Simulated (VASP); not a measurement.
# Ga2PdS3 (P6mm) in VASP: notebook

Runs on Ga2PdS3. Level: PBE. Tasks: single point, relaxation of cell and atoms.

Everything below comes from runs of VASP 6.6.1. Logs are shortened: lines on timing, memory, paths and dates and some standing lists are left out, and cuts for length are marked.

**1. The cell of the first run**

It takes space group P6mm (No. 183, hexagonal). The conventional cell has a = 4.808 Å, b = 4.808 Å, c = 7.525 Å, α = 90.00°, β = 90.00°, γ = 120.00°. Ga (site symmetry 6mm) has 1 Ga at 1.78 Å within 2.4 Å. Within 2.5 Å of Ga (site symmetry 6mm) lie 1 Ga at 1.78 Å and 1 Pd at 2.46 Å and 6 S at 2.46 Å. Within 3.3 Å of Pd (site symmetry 6mm) lie 2 Ga at 2.46 to 3.28 Å. S (site symmetry 2mm) has 4 S at 2.40 Å and 4 Ga at 2.46 to 2.71 Å within 3.2 Å.

The cell was generated, and may not be a known phase.

**2. Single point, PBE**

INCAR reads:

```
SYSTEM = Ga2PdS3
ALGO = Normal
EDIFF = 1E-7
ENCUT = 520
GGA = PE
ISIF = 2
ISMEAR = 0
LASPH = .TRUE.
LCHARG = .FALSE.
LREAL = .FALSE.
LWAVE = .FALSE.
NBANDS = 36
NELM = 80
PREC = Accurate
SIGMA = 0.1
```

KPOINTS reads:

```
k-points
0
G
  6 6 2
  0 0 0
```

POSCAR reads:

```
Ga2PdS3
1.0
    4.8081847600      0.0000000000      0.0000000000
   -2.4040923800      4.1640101400      0.0000000000
    0.0000000000      0.0000000000      7.5253344400
Ga Pd S
2 1 3
Direct
    0.0000000000      0.0000000000      0.9761848400
    0.0000000000      0.0000000000      0.2133704300
    0.0000000000      0.0000000000      0.5404145500
    0.5000000000      0.0000000000      0.1411954100
    0.0000000000      0.5000000000      0.1411954100
    0.5000000000      0.5000000000      0.1411954100
```

Potentials or basis: VASP PAW PBE potentials, release 64 (Ga_d, Pd, S).

Command:

```console
cat potpaw_PBE.64/Ga_d/POTCAR potpaw_PBE.64/Pd/POTCAR potpaw_PBE.64/S/POTCAR > POTCAR
mpirun -np 1 vasp_std > vasp.out
```

OUTCAR:

```text
SYSTEM = Ga2PdS3
   EDIFF = 1E-7
   ENCUT = 520
   GGA = PE
   ISIF = 2
   ISMEAR = 0
   LASPH = .TRUE.
   LREAL = .FALSE.
   NELM = 80
   PREC = Accurate

 ion  position               nearest neighbor table
   1  0.000  0.000  0.976-   2 1.78   5 2.71   6 2.71   5 2.71   6 2.71   4 2.71   4 2.71
   2  0.000  0.000  0.213-   1 1.78   3 2.46   5 2.46   6 2.46   5 2.46   6 2.46   4 2.46   4 2.46

   3  0.000  0.000  0.540-   2 2.46
   4  0.500  0.000  0.141-   5 2.40   6 2.40   6 2.40   5 2.40   2 2.46   2 2.46   1 2.71   1 2.71

   5  0.000  0.500  0.141-   4 2.40   4 2.40   6 2.40   6 2.40   2 2.46   2 2.46   1 2.71   1 2.71

   6  0.500  0.500  0.141-   4 2.40   4 2.40   5 2.40   5 2.40   2 2.46   2 2.46   1 2.71   1 2.71

  LATTYP: Found a hexagonal cell.
 ALAT       =     4.8081847600
 C/A-ratio  =     1.5651092493

  Lattice vectors:

 A1 = (   4.8081847600,   0.0000000000,   0.0000000000)
 A2 = (  -2.4040923800,   4.1640101400,   0.0000000000)
 A3 = (   0.0000000000,   0.0000000000,   7.5253344400)

Analysis of symmetry for initial positions (statically):
=====================================================================
 Subroutine PRICEL returns:
 Original cell was already a primitive cell.

 Routine SETGRP: Setting up the symmetry group for a
 hexagonal supercell.

 Subroutine GETGRP returns: Found 12 space group operations
 (whereof 12 operations were pure point group operations)
 out of a pool of 24 trial point group operations.

The static configuration has the point symmetry C_6v.

Analysis of symmetry for dynamics (positions and initial velocities):
=====================================================================
 Subroutine PRICEL returns:
 Original cell was already a primitive cell.

 Routine SETGRP: Setting up the symmetry group for a
 hexagonal supercell.

 Subroutine GETGRP returns: Found 12 space group operations
 (whereof 12 operations were pure point group operations)
 out of a pool of 24 trial point group operations.

The dynamic configuration has the point symmetry C_6v.

 Subroutine INISYM returns: Found 12 space group operations
 (whereof 12 operations are pure point group operations),
 and found     1 'primitive' translations

----------------------------------------------------------------------------------------

                                     Primitive cell

[... 88 lines left out ...]
   LREAL  =      F    real-space projection
   EDIFFG = 0.1E-05   stopping-criterion for IOM
   NSW    =      0    number of steps for IOM
   IBRION =     -1    ionic relax: 0-MD 1-quasi-New 2-CG
   NFREE  =      0    steps in history (QN), initial steepest desc. (CG)
   ISIF   =      2    stress and relaxation
   ISYM   =      2    0-nonsym 1-usesym 2-fastsym
   POTIM  = 0.5000    time-step for ionic-motion
   TEBEG  =    0.0;   TEEND  =   0.0 temperature during run
   PSTRESS=    0.0 pullay stress
   NELECT =      54.0000    total number of electrons
   NUPDOWN=      -1.0000    fix difference up-down
   EMIN   =  10.00;   EMAX   =-10.00  energy-range for DOS
   EFERMI =   0.00;   METHOD = LEGACY
   ISMEAR =     0;   SIGMA  =   0.10  broadening in eV -4-tet -1-fermi 0-gaus
   EFERMI_NEDOS =   21; number of points for ismear=-14 and -15
   IALGO  =     38    algorithm
   IMIX   =      4    mixing-type and parameters
     AMIX     =   0.40;   BMIX     =  1.00
     AMIX_MAG =   1.60;   BMIX_MAG =  1.00
  volume/ion in A,a.u.               =      25.11       169.46
  Fermi-wavevector in a.u.,A,eV,Ry     =   1.162875  2.197516 18.398875  1.352279
  Thomas-Fermi vector in A             =   2.299432
   LORBIT       =      0    0 simple, 1 ext, 2 COOP (PROOUT), +10 PAW based schemes
   GGA     = PE    functional components
   LHFCALC =     F    Hartree Fock is set to
   AEXX    =    0.0000 exact exchange contribution
   IVDW    =     0    specifies the selected vdW correction
   LEPSILON=     F    determine dielectric tensor
   LRPA    =     F    only Hartree local field effects (RPA)
 non-spin polarized calculation
 Gauss-broadening in eV      SIGMA  =   0.10
  energy-cutoff  :      520.00
  volume of cell :      150.67
 maximum number of plane-waves:      4070
 NGX is ok and might be reduce to    36
   NGX = 17   NGY = 17   NGZ = 27

 number of electron      53.9999990 magnetization

 Free energy of the ion-electron system (eV)
  ---------------------------------------------------
  ext. energy  EPLUGINS =         0.00000000
  ---------------------------------------------------
  free energy    TOTEN  =       -13.03621042 eV

  energy without entropy =      -13.01288177  energy(sigma->0) =      -13.02454610

 E-fermi :   2.9438     XC(G=0):  -8.4206

 val. band max:        2.9336172470   @ k =   0.0000   0.0000   0.5000
 cond. band min:       3.0165933921   @ k =   0.1667   0.1667   0.0000
 fundamental gap:      0.0829761450
 Fermi energy:         2.9437841239

 k-point     1 :       0.0000    0.0000    0.0000
  band No.  band energies     occupation
      1     -14.6047      2.00000
      2     -14.3188      2.00000
      3     -13.5742      2.00000
      4     -13.5742      2.00000
      5     -12.8849      2.00000
      6     -12.8849      2.00000
[... 535 lines left out ...]
     35       7.0580      0.00000
     36       8.3972      0.00000

------------------------ aborting loop because EDIFF is reached ----------------------------------------

  FORCE on cell =-STRESS in cart. coord.  units (eV):
  Direction    XX          YY          ZZ          XY          YZ          ZX
  --------------------------------------------------------------------------------------
  -------------------------------------------------------------------------------------
  Total       16.9208379     16.9208378     30.6705067      0.0000000      0.0000000      0.0000000
  in kB      179.9341989    179.9341982    326.1465594      0.0000000      0.0000000      0.0000000
  external PRESSURE =     228.6716522 kB  Pullay stress =       0.0000000 kB

 VOLUME and BASIS-vectors are now :
 -----------------------------------------------------------------------------
  energy-cutoff  :      520.00
  volume of cell :      150.67
      direct lattice vectors                 reciprocal lattice vectors
     4.808184760  0.000000000  0.000000000     0.207978697  0.120076557  0.000000000
    -2.404092380  4.164010140  0.000000000     0.000000000  0.240153114  0.000000000
     0.000000000  0.000000000  7.525334440     0.000000000  0.000000000  0.132884460

 POSITION                                       TOTAL-FORCE (eV/Angst)
 -----------------------------------------------------------------------------------
      0.00000      0.00000      7.34612         0.000000     -0.000000    -20.472315
      0.00000      0.00000      1.60568        -0.000000     -0.000000     20.124573
      0.00000      0.00000      4.06680         0.000000      0.000000      0.178444
      2.40409      0.00000      1.06254         0.000000      0.000000      0.056433
     -1.20205      2.08201      1.06254        -0.000000      0.000000      0.056433
      1.20205      2.08201      1.06254         0.000000      0.000000      0.056433
 -----------------------------------------------------------------------------------
    total drift:                               -0.000001     -0.000001      0.002899

  FREE ENERGIE OF THE ION-ELECTRON SYSTEM (eV)
  ---------------------------------------------------
  free  energy   TOTEN  =       -13.0362104213 eV

  energy  without entropy=      -13.0128817721  energy(sigma->0) =      -13.02454610
```

Wall time 54 s (1 thread of AMD EPYC 9R45 (Zen 5), shared host); peak memory 0.26 GiB.

Results:

```yaml
Free_energy: -13.0362 eV
Pressure: 22.9 GPa
Largest_force: 20.472 eV/Å
Band_gap_on_the_k_mesh: zero (bands 27 and 28 overlap by 0.34 eV)
```

Forces in eV/Å, atoms in the order of the input:
```
Ga    0.000   0.000 -20.472
Ga    0.000   0.000  20.125
Pd    0.000   0.000   0.178
S     0.000   0.000   0.056
S     0.000   0.000   0.056
S     0.000   0.000   0.056
```

Caveat: the k points lie up to 0.42 Å⁻¹ apart; forces of over 1 eV/Å act on the atoms, so gaps and moduli don't describe the material at rest.

**3. Relaxation of cell and atoms, PBE**

INCAR reads:

```
PREC     = Accurate       # precision mode
ENCUT    = 600            # plane-wave cutoff, eV
EDIFF    = 1E-7           # SCF threshold, eV
ISMEAR   = 0              # smearing method
SIGMA    = 0.1            # smearing width, eV
LREAL    = F              # projectors in reciprocal space
LASPH    = T              # aspherical terms in the spheres
NELM     = 60             # most SCF steps
ALGO     = Normal         # electronic algorithm
ISIF     = 3              # what is computed and relaxed
LWAVE    = F              # write WAVECAR
LCHARG   = F              # write CHGCAR
GGA      = PE             # functional
IBRION   = 2              # ionic algorithm
NSW      = 90             # ionic steps
EDIFFG   = -0.04          # ionic threshold
```

KPOINTS reads:

```
Automatic mesh
0
Gamma
  6 6 2
```

POSCAR is that of step 2.

Potentials or basis: VASP PAW PBE potentials, release 64 (Ga_d, Pd, S).

Command:

```console
cat potpaw_PBE.64/Ga_d/POTCAR potpaw_PBE.64/Pd/POTCAR potpaw_PBE.64/S/POTCAR > POTCAR
mpirun -np 1 vasp_std > vasp.out
```

It took 17 min on 1 thread of AMD EPYC 9R45 (Zen 5), shared host; peak memory 0.34 GiB.

The run converged. Its results:

* Free energy: -20.2855 eV
* Relaxed volume: 29.60 Å³/atom
* Relaxed cell: a = 5.044 Å, b = 5.044 Å, c = 8.061 Å, α = 90.00°, β = 90.00°, γ = 120.00°
* Space group after relaxing (to 0.1 Å): P6/mmm (No. 191)
* Energy gained by relaxing: 1208.1 meV/atom
* Ionic steps: 25
* Pressure after relaxing: 0.0 GPa
* Largest force after relaxing: 0.023 eV/Å
* Band gap on the k mesh: zero (bands 27 and 28 overlap by 0.96 eV)

Forces in eV/Å, atoms in the order of the input:
```
Ga   0.000  0.000  0.023
Ga   0.000  0.000  0.004
Pd   0.000  0.000 -0.008
S    0.000  0.000 -0.006
S    0.000  0.000 -0.006
S    0.000  0.000 -0.006
```

The path:
```
step  energy change (eV)  largest force (eV/Å)  pressure (GPa)  volume (Å³)
   1              0.0000               20.4715           22.87       150.67
   2             -2.9926               13.6072            1.08       242.40
   3             -6.2773                3.5010            1.55       185.73
   4             -6.2854                3.4245            1.64       184.99
   5             -6.3044                3.0717            2.18       181.35
   6             -6.5657                0.7592           -0.95       192.11
   7             -6.5666                0.6698           -0.78       191.29
   8             -6.7083                0.8095           -1.11       190.01
   9             -6.9927                0.6911           -1.30       185.69
  10             -6.9909                0.4474           -1.13       184.85
  11             -6.9951                0.6044           -1.24       185.34
  12             -7.0364                0.8981            0.63       175.69
  13             -7.0512                0.5219           -0.08       178.75
  14             -7.1135                0.6320            0.30       175.94
  15             -7.1157                0.7277            0.42       175.27
  16             -7.1595                0.5403            0.16       176.52
  17             -7.2053                0.5430           -0.25       178.90
  18             -7.2082                0.6511           -0.35       179.69
  19             -7.2420                0.3245           -0.10       178.32
  20             -7.2451                0.1872            0.03       177.80
  21             -7.2472                0.0385           -0.06       178.03
  22             -7.2474                0.0382           -0.04       177.98
  23             -7.2481                0.0575            0.00       177.67
  24             -7.2483                0.0751            0.05       177.43
  25             -7.2488                0.0227            0.00       177.60
```

Final structure:
```yaml
crystal:
  lattice:
    - [5.04377, 0.00000, 0.00000]
    - [-2.52189, 4.36803, 0.00000]
    - [0.00000, 0.00000, 8.06104]
  atoms:
    - { symbol: Ga, position: [0.00000, 0.00000, 0.90571] }
    - { symbol: Ga, position: [0.00000, 0.00000, 0.31122] }
    - { symbol: Pd, position: [0.00000, 0.00000, 0.60867] }
    - { symbol: S, position: [0.50000, 0.00000, 0.10932] }
    - { symbol: S, position: [0.00000, 0.50000, 0.10932] }
    - { symbol: S, position: [0.50000, 0.50000, 0.10932] }
```

Levels at points of the mesh, in eV from the Fermi level:
```
           k point  band 24  band 25  band 26  band 27  band 28  band 29  band 30  band 31
(0.00, 0.00, 0.00)    -0.83    -0.60    -0.60    -0.60     2.47     2.84     2.84     3.40
(0.50, 0.00, 0.00)    -1.27    -0.94    -0.68    -0.50    -0.32     1.28     1.58     3.40
(0.00, 0.00, 0.50)    -0.73    -0.56    -0.56     0.17     1.77     2.16     2.16     2.47
(0.50, 0.00, 0.50)    -1.41    -1.25    -0.64    -0.50    -0.45     1.57     2.51     2.59
```

Caveat: the k points lie up to 0.39 Å⁻¹ apart in the final cell, too coarse for converged energies and pressures of a metal; the volume moved by over 15 % at a fixed basis, so the end points are rough.

(Continued in part 2 of 2.)

The gap in the log of VASP goes by the Fermi energy; the results here count the filled bands.